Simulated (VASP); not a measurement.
# GaN (rocksalt type) (Fm-3m) in VASP: notebook

The runs below take GaN (rocksalt type) through single point, with PBE.

Program: VASP 6.6.1. These are calculated values, not measurements. Logs are shortened: lines on timing, memory, paths and dates and some standing lists are left out, and cuts for length are marked.

## Step 1: The cell of the first run

The structure is cubic, space group Fm-3m (No. 225). The conventional cell has a = 4.268 Å, b = 4.268 Å, c = 4.268 Å, α = 90.00°, β = 90.00°, γ = 90.00°. Ga (site symmetry m-3m) has 6 N at 2.13 Å within 2.8 Å. N (site symmetry m-3m) has 6 Ga at 2.13 Å within 2.8 Å.

## Step 2: Single point, PBE

Input file INCAR:

```
PREC = Accurate
ENCUT = 520
EDIFF = 1E-7
ISMEAR = -1
SIGMA = 0.05
LREAL = F
LASPH = T
NELM = 60
ALGO = Normal
ISIF = 2
LWAVE = F
LCHARG = F
GGA = PE
NBANDS = 16
```

Input file KPOINTS:

```
regular mesh
0
Gamma
  13 13 13
```

Input file POSCAR:

```
GaN
1.0
    0.0000000000      2.1341217709      2.1341217709
    2.1341217709      0.0000000000      2.1341217709
    2.1341217709      2.1341217709      0.0000000000
Ga N
1 1
Direct
    0.0000000000      0.0000000000      0.0000000000
    0.5000000000      0.5000000000      0.5000000000
```

Potentials or basis: VASP PAW PBE potentials, release 64 (Ga_d, N).

Command:

```console
cat potpaw_PBE.64/Ga_d/POTCAR potpaw_PBE.64/N/POTCAR > POTCAR
mpirun -np 1 vasp_std > vasp.out
```

OUTCAR:

```text
PREC = Accurate
   ENCUT = 520
   EDIFF = 1E-7
   ISMEAR = -1
   LREAL = F
   LASPH = T
   NELM = 60
   ISIF = 2
   GGA = PE

 ion  position               nearest neighbor table
   1  0.000  0.000  0.000-   2 2.13   2 2.13   2 2.13   2 2.13   2 2.13   2 2.13
   2  0.500  0.500  0.500-   1 2.13   1 2.13   1 2.13   1 2.13   1 2.13   1 2.13

  LATTYP: Found a face centered cubic cell.
 ALAT       =     4.2682435418

  Lattice vectors:

 A1 = (   0.0000000000,   2.1341217709,   2.1341217709)
 A2 = (   2.1341217709,   0.0000000000,   2.1341217709)
 A3 = (   2.1341217709,   2.1341217709,   0.0000000000)

Analysis of symmetry for initial positions (statically):
=====================================================================
 Subroutine PRICEL returns:
 Original cell was already a primitive cell.

 Routine SETGRP: Setting up the symmetry group for a
 face centered cubic supercell.

 Subroutine GETGRP returns: Found 48 space group operations
 (whereof 48 operations were pure point group operations)
 out of a pool of 48 trial point group operations.

The static configuration has the point symmetry O_h .

Analysis of symmetry for dynamics (positions and initial velocities):
=====================================================================
 Subroutine PRICEL returns:
 Original cell was already a primitive cell.

 Routine SETGRP: Setting up the symmetry group for a
 face centered cubic supercell.

 Subroutine GETGRP returns: Found 48 space group operations
 (whereof 48 operations were pure point group operations)
 out of a pool of 48 trial point group operations.

The dynamic configuration has the point symmetry O_h .

 Subroutine INISYM returns: Found 48 space group operations
 (whereof 48 operations are pure point group operations),
 and found     1 'primitive' translations

----------------------------------------------------------------------------------------

                                     Primitive cell

  volume of cell :      19.4396

  direct lattice vectors                    reciprocal lattice vectors
     0.000000000  2.134121771  2.134121771    -0.234288412  0.234288412  0.234288412
     2.134121771  0.000000000  2.134121771     0.234288412 -0.234288412  0.234288412
     2.134121771  2.134121771  0.000000000     0.234288412  0.234288412 -0.234288412

  length of vectors
[... 74 lines left out ...]
   ISTART =      0    job   : 0-new  1-cont  2-samecut
   ICHARG =      2    charge: 1-file 2-atom 10-const
   ISPIN  =      1    spin polarized calculation?
   LNONCOLLINEAR =      F non collinear calculations
   LSORBIT =      F    spin-orbit coupling
   LASPH  =      T    aspherical Exc in radial PAW
   ENCUT  =  520.0 eV  38.22 Ry    6.18 a.u.   5.61  5.61  5.61*2*pi/ulx,y,z
   NELM   =     60;   NELMIN=  2; NELMDL= -5     # of ELM steps
   EDIFF  = 0.1E-06   stopping-criterion for ELM
   LREAL  =      F    real-space projection
   EDIFFG = 0.1E-05   stopping-criterion for IOM
   NSW    =      0    number of steps for IOM
   IBRION =     -1    ionic relax: 0-MD 1-quasi-New 2-CG
   NFREE  =      0    steps in history (QN), initial steepest desc. (CG)
   ISIF   =      2    stress and relaxation
   ISYM   =      2    0-nonsym 1-usesym 2-fastsym
   POTIM  = 0.5000    time-step for ionic-motion
   TEBEG  =    0.0;   TEEND  =   0.0 temperature during run
   PSTRESS=    0.0 pullay stress
   NELECT =      18.0000    total number of electrons
   NUPDOWN=      -1.0000    fix difference up-down
   EMIN   =  10.00;   EMAX   =-10.00  energy-range for DOS
   EFERMI =   0.00;   METHOD = LEGACY
   ISMEAR =    -1;   SIGMA  =   0.05  broadening in eV -4-tet -1-fermi 0-gaus
   EFERMI_NEDOS =   21; number of points for ismear=-14 and -15
   IALGO  =     38    algorithm
   IMIX   =      4    mixing-type and parameters
     AMIX     =   0.40;   BMIX     =  1.00
     AMIX_MAG =   1.60;   BMIX_MAG =  1.00
  volume/ion in A,a.u.               =       9.72        65.59
  Fermi-wavevector in a.u.,A,eV,Ry     =   1.595646  3.015333 34.641593  2.546085
  Thomas-Fermi vector in A             =   2.693532
   LORBIT       =      0    0 simple, 1 ext, 2 COOP (PROOUT), +10 PAW based schemes
   GGA     = PE    functional components
   LHFCALC =     F    Hartree Fock is set to
   AEXX    =    0.0000 exact exchange contribution
   IVDW    =     0    specifies the selected vdW correction
   LEPSILON=     F    determine dielectric tensor
   LRPA    =     F    only Hartree local field effects (RPA)
 non-spin polarized calculation
  energy-cutoff  :      520.00
  volume of cell :       19.44
 maximum number of plane-waves:       535
   NGX = 11   NGY = 11   NGZ = 11

 number of electron      18.0000005 magnetization

 Free energy of the ion-electron system (eV)
  ---------------------------------------------------
  ext. energy  EPLUGINS =         0.00000000
  ---------------------------------------------------
  free energy    TOTEN  =       -11.20665847 eV

  energy without entropy =      -11.20660429  energy(sigma->0) =      -11.20663138

 E-fermi :   7.8431     XC(G=0): -12.9132

 val. band max:        7.5242952851   @ k =  -0.1538   0.1538   0.0000
 cond. band min:       8.0524276467   @ k =   0.4615   0.4615   0.0000
 fundamental gap:      0.5281323616
 Fermi energy:         7.8431411944

 k-point     1 :       0.0000    0.0000    0.0000
  band No.  band energies     occupation
      1      -9.4776      2.00000
      2      -6.4657      2.00000
      3      -6.4657      2.00000
      4      -6.4657      2.00000
      5      -6.3783      2.00000
      6      -6.3783      2.00000
[... 433 lines left out ...]
      3      -6.5201      2.00000
      4      -6.4065      2.00000
      5      -6.2485      2.00000
      6      -5.6329      2.00000
[... 8 lines left out ...]
     15      27.9117      0.00000
     16      30.7516      0.00000

 [... further k-points ...]
[... 5 lines left out ...]
  --------------------------------------------------------------------------------------
  -------------------------------------------------------------------------------------
  Total        0.0918056      0.0918056      0.0918056     -0.0000000     -0.0000000     -0.0000000
  in kB        7.5664541      7.5664541      7.5664541     -0.0000000     -0.0000000     -0.0000000
  external PRESSURE =       7.5664541 kB  Pullay stress =       0.0000000 kB

 VOLUME and BASIS-vectors are now :
 -----------------------------------------------------------------------------
  energy-cutoff  :      520.00
  volume of cell :       19.44
      direct lattice vectors                 reciprocal lattice vectors
     0.000000000  2.134121771  2.134121771    -0.234288412  0.234288412  0.234288412
     2.134121771  0.000000000  2.134121771     0.234288412 -0.234288412  0.234288412
     2.134121771  2.134121771  0.000000000     0.234288412  0.234288412 -0.234288412

 POSITION                                       TOTAL-FORCE (eV/Angst)
 -----------------------------------------------------------------------------------
      0.00000      0.00000      0.00000         0.000000      0.000000      0.000000
      2.13412      2.13412      2.13412         0.000000      0.000000      0.000000
 -----------------------------------------------------------------------------------
    total drift:                                0.000000     -0.000000     -0.000000

  FREE ENERGIE OF THE ION-ELECTRON SYSTEM (eV)
  ---------------------------------------------------
  free  energy   TOTEN  =       -11.2066584746 eV

  energy  without entropy=      -11.2066042918  energy(sigma->0) =      -11.20663138
```

OSZICAR:

```text
N       E                     dE             d eps       ncg     rms          rms(c)
DAV:   1     0.747883704591E+02    0.74788E+02   -0.93288E+03  3152   0.211E+03
DAV:   2    -0.838600606144E+01   -0.83174E+02   -0.77611E+02  3088   0.325E+02
DAV:   3    -0.129566691469E+02   -0.45707E+01   -0.45536E+01  3104   0.641E+01
DAV:   4    -0.129976930123E+02   -0.41024E-01   -0.41020E-01  3304   0.639E+00
DAV:   5    -0.129981759496E+02   -0.48294E-03   -0.48293E-03  3152   0.641E-01    0.726E+00
DAV:   6    -0.112308045833E+02    0.17674E+01   -0.44247E+00  3912   0.388E+01    0.239E+00
DAV:   7    -0.112217361865E+02    0.90684E-02   -0.21727E-01  3232   0.527E+00    0.156E+00
DAV:   8    -0.112086488758E+02    0.13087E-01   -0.36384E-02  3008   0.210E+00    0.567E-01
DAV:   9    -0.112066227646E+02    0.20261E-02   -0.68009E-03  3336   0.177E+00    0.124E-01
DAV:  10    -0.112066666722E+02   -0.43908E-04   -0.61067E-04  3072   0.289E-01    0.333E-02
DAV:  11    -0.112066568566E+02    0.98156E-05   -0.43962E-05  3472   0.786E-02    0.829E-03
DAV:  12    -0.112066586432E+02   -0.17866E-05   -0.30909E-06  3264   0.298E-02    0.402E-03
DAV:  13    -0.112066585352E+02    0.10796E-06   -0.23969E-07  2864   0.472E-03    0.100E-03
DAV:  14    -0.112066584746E+02    0.60555E-07   -0.11885E-08  1712   0.986E-04
   1 F= -.11206658E+02 E0= -.11206631E+02  d E =-.541828E-04
```

Wall time 9.2 s (1 thread of Intel Xeon 6975P-C (Granite Rapids), shared host); peak memory 0.15 GiB.

What came out:

| Property | Result |
| --- | --- |
| Free energy | -11.2067 eV |
| Pressure | 0.8 GPa |
| Band gap on the k mesh | 0.53 eV, indirect (least direct gap 2.38 eV) |

A k mesh can miss the band edges.

## Step 3: Single point, PBE

Input file INCAR:

```
ALGO     = Normal         # electronic algorithm
EDIFF    = 1E-7           # SCF threshold, eV
ENCUT    = 520            # plane-wave cutoff, eV
GGA      = PE             # functional
ISIF     = 2              # what is computed and relaxed
ISMEAR   = -1             # smearing method
LASPH    = T              # aspherical terms in the spheres
LCHARG   = F              # write CHGCAR
LREAL    = F              # projectors in reciprocal space
LWAVE    = F              # write WAVECAR
NBANDS   = 16             # bands
NELM     = 100            # most SCF steps
PREC     = Accurate       # precision mode
SIGMA    = 0.15           # smearing width, eV
```

Input file KPOINTS:

```
k-points
0
Gamma
  13 13 13
```

POSCAR is that of step 2.

Potentials or basis: VASP PAW PBE potentials, release 64 (Ga_d, N).

Command:

```console
cat potpaw_PBE.64/Ga_d/POTCAR potpaw_PBE.64/N/POTCAR > POTCAR
mpirun -np 1 vasp_std > vasp.out
```

OUTCAR:

```text
EDIFF = 1E-7
   ENCUT = 520
   GGA = PE
   ISIF = 2
   ISMEAR = -1
   LASPH = T
   LREAL = F
   NELM = 100
   PREC = Accurate

 ion  position               nearest neighbor table
   1  0.000  0.000  0.000-   2 2.13   2 2.13   2 2.13   2 2.13   2 2.13   2 2.13
   2  0.500  0.500  0.500-   1 2.13   1 2.13   1 2.13   1 2.13   1 2.13   1 2.13

  LATTYP: Found a face centered cubic cell.
 ALAT       =     4.2682435418

  Lattice vectors:

[... 639 lines left out ...]

 [... further k-points ...]

------------------------ aborting loop because EDIFF is reached ----------------------------------------

  FORCE on cell =-STRESS in cart. coord.  units (eV):
  Direction    XX          YY          ZZ          XY          YZ          ZX
  --------------------------------------------------------------------------------------
  -------------------------------------------------------------------------------------
  Total        0.1148287      0.1148287      0.1148287      0.0000000      0.0000000      0.0000000
  in kB        9.4639679      9.4639679      9.4639679      0.0000000      0.0000000      0.0000000
  external PRESSURE =       9.4639679 kB  Pullay stress =       0.0000000 kB

 VOLUME and BASIS-vectors are now :
 -----------------------------------------------------------------------------
  energy-cutoff  :      520.00
  volume of cell :       19.44
      direct lattice vectors                 reciprocal lattice vectors
     0.000000000  2.134121771  2.134121771    -0.234288412  0.234288412  0.234288412
     2.134121771  0.000000000  2.134121771     0.234288412 -0.234288412  0.234288412
     2.134121771  2.134121771  0.000000000     0.234288412  0.234288412 -0.234288412

 POSITION                                       TOTAL-FORCE (eV/Angst)
 -----------------------------------------------------------------------------------
      0.00000      0.00000      0.00000         0.000000      0.000000      0.000000
      2.13412      2.13412      2.13412        -0.000000     -0.000000     -0.000000
 -----------------------------------------------------------------------------------
    total drift:                                0.000000     -0.000000     -0.000000

  FREE ENERGIE OF THE ION-ELECTRON SYSTEM (eV)
  ---------------------------------------------------
  free  energy   TOTEN  =       -11.2079455677 eV

  energy  without entropy=      -11.2035694765  energy(sigma->0) =      -11.20575752
```

OSZICAR:

```text
N       E                     dE             d eps       ncg     rms          rms(c)
DAV:   1     0.747792739410E+02    0.74779E+02   -0.93288E+03  3152   0.211E+03
DAV:   2    -0.838600887734E+01   -0.83165E+02   -0.77597E+02  3088   0.325E+02
DAV:   3    -0.129566696120E+02   -0.45707E+01   -0.45536E+01  3104   0.641E+01
DAV:   4    -0.129976934702E+02   -0.41024E-01   -0.41020E-01  3304   0.639E+00
DAV:   5    -0.129981764068E+02   -0.48294E-03   -0.48293E-03  3152   0.641E-01    0.726E+00
DAV:   6    -0.112319042305E+02    0.17663E+01   -0.44247E+00  3912   0.388E+01    0.239E+00
DAV:   7    -0.112228845790E+02    0.90197E-02   -0.21677E-01  3232   0.532E+00    0.156E+00
DAV:   8    -0.112099637454E+02    0.12921E-01   -0.36915E-02  3016   0.210E+00    0.576E-01
DAV:   9    -0.112079087023E+02    0.20550E-02   -0.68150E-03  3344   0.176E+00    0.127E-01
DAV:  10    -0.112079572786E+02   -0.48576E-04   -0.63903E-04  3096   0.305E-01    0.380E-02
DAV:  11    -0.112079439120E+02    0.13367E-04   -0.55484E-05  3560   0.952E-02    0.857E-03
DAV:  12    -0.112079457431E+02   -0.18311E-05   -0.40703E-06  3272   0.338E-02    0.446E-03
DAV:  13    -0.112079456271E+02    0.11606E-06   -0.32324E-07  2992   0.526E-03    0.964E-04
DAV:  14    -0.112079455677E+02    0.59404E-07   -0.10150E-08  1688   0.897E-04
   1 F= -.11207946E+02 E0= -.11205758E+02  d E =-.437609E-02
```

Run time: 9.4 s. Hardware: 1 thread of Intel Xeon 6975P-C (Granite Rapids), shared host; peak memory 0.15 GiB.

Results:

- Free energy: -11.2079 eV
- Pressure: 0.9 GPa
- Band gap on the k mesh: 0.53 eV, indirect (least direct gap 2.39 eV)
